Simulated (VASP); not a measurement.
A run of VASP 6.6.1:

INCAR

```
SYSTEM = IrCl4
PREC = Accurate
ENCUT = 500
EDIFF = 1E-6
ISMEAR = -1
SIGMA = 0.0213
LREAL = .False.
LASPH = .True.
NELM = 120
ALGO = Normal
ISIF = 2
LWAVE = .False.
LCHARG = .False.
GGA = PS
NBANDS = 26
GGA_COMPAT = .False.
```

Contents of KPOINTS:

```
regular mesh
0
Gamma
  6 6 10
  0 0 0
```

The input POSCAR:

```
IrCl4
1.0
    3.9292380000      4.1259730000      0.0000000000
    3.9292380000     -4.1259730000      0.0000000000
    0.0000000000      0.0000000000     -3.5283360000
Cl Ir
4 1
Direct
    0.1894000000      0.8106000000      0.5000000000
    0.8106000000      0.1894000000      0.5000000000
    0.2852000000      0.2852000000      0.0000000000
    0.7148000000      0.7148000000      0.0000000000
    0.0000000000      0.0000000000      0.0000000000
```

Potentials or basis: VASP PAW PBE potentials, release 64 (Cl, Ir).

The run is started by

```bash
$ cat potpaw_PBE.64/Cl/POTCAR potpaw_PBE.64/Ir/POTCAR > POTCAR
$ mpirun -np 1 vasp_std > vasp.out
```

Hardware: 1 thread of Intel Xeon 8259CL (shared host).

Question: Estimate the wall time of this run.

Answer: It took 4.8 min on 1 thread of Intel Xeon 8259CL, on a shared host, peak memory 0.34 GiB. Counts: scf iterations 14, k points 78.
